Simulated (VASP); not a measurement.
RbBr: single point with PBEsol

Crystal: RbBr.

```
Rb Br
1.0
     4.04973    0.00000    0.00000
     0.00000    4.04973    0.00000
     0.00000    0.00000    4.04973
Rb Br
1 1
Direct
  0.00000 0.00000 0.00000
  0.50000 0.50000 0.50000
```

```
Program             : VASP 6.6.1
Task                : single point
Functional          : PBEsol
Potentials or basis : VASP PAW PBE potentials, release 64 (Rb_sv, Br)
Cutoff              : 520 eV
k mesh              : 6 × 6 × 6
Occupations         : gaussian, width 0.01 eV
Spin                : no spin polarisation
```

* Pressure: 0.3 GPa
* Band gap on the k mesh: 4.09 eV (least direct gap 4.25 eV)

Levels at points of the mesh, in eV from the valence-band top:
| k point | band 6 | band 7 | band 8 | band 9 | band 10 | band 11 |
| --- | --- | --- | --- | --- | --- | --- |
| (0.00, 0.00, 0.00) | -0.16 | -0.16 | -0.16 | 4.09 | 5.38 | 5.38 |
| (0.50, 0.00, 0.00) | -1.92 | -0.26 | -0.26 | 6.79 | 7.20 | 7.84 |
| (0.50, 0.50, 0.00) | -1.14 | -1.14 | 0.00 | 5.19 | 6.13 | 7.92 |
| (0.50, 0.50, 0.50) | -1.51 | -1.51 | -1.51 | 8.29 | 8.29 | 8.29 |

It took 16 s on 1 thread of Intel(R) Xeon(R) Platinum 8375C CPU @ 2.90GHz (Ice Lake), with other jobs on the host, peak memory 0.17 GiB.

Caveat: the PAW data sets were made with another functional, which shifts forces and pressure a little. A k mesh can miss the band edges.
